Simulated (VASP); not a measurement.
AlN, 4 atoms in the cell. It takes space group P6_3mc (No. 186, hexagonal). The conventional cell has a = 2.850 Å, b = 2.850 Å, c = 5.929 Å, α = 90.00°, β = 90.00°, γ = 120.00°. Within 2.4 Å of Al (site symmetry 3m) lie 4 N at 1.78 to 2.28 Å. N (site symmetry 3m) has 4 Al at 1.78 to 2.28 Å within 2.4 Å.  This cell differs from its parent crystal: ratio of the length along z to the lengths across it x 1.3, volume and fractional coordinates fixed.

```yaml
Program: VASP 6.6.1
Task: single point
Functional: r2SCAN
Potentials_or_basis: VASP PAW PBE potentials, release 64 (Al, N)
Cutoff: 520 eV
k_mesh: 12 × 12 × 6
Occupations: gaussian, width 0.05 eV
Spin: no spin polarisation
Dipole_correction: no
Further_INCAR_settings: ALGO = Normal; EDIFF = 1e-06; NBANDS = 16
```

Potentials or basis: VASP PAW PBE potentials, release 64 (Al, N).

Command:

```bash
$ cat potpaw_PBE.64/Al/POTCAR potpaw_PBE.64/N/POTCAR > POTCAR
$ cp INCAR.step1 INCAR
$ mpirun -np 1 vasp_std > vasp.out
$ cp INCAR.step2 INCAR
$ mpirun -np 1 vasp_std > vasp.out
```

Hardware: 1 thread of Intel(R) Xeon(R) 6975P-C (Granite Rapids), with other jobs on the host.

**Question.** How long does it take, and how much memory?

**Answer.** Wall time 63 s on 1 thread of Intel(R) Xeon(R) 6975P-C (Granite Rapids), on a shared host, peak memory 0.19 GiB. Counts: k points 76.
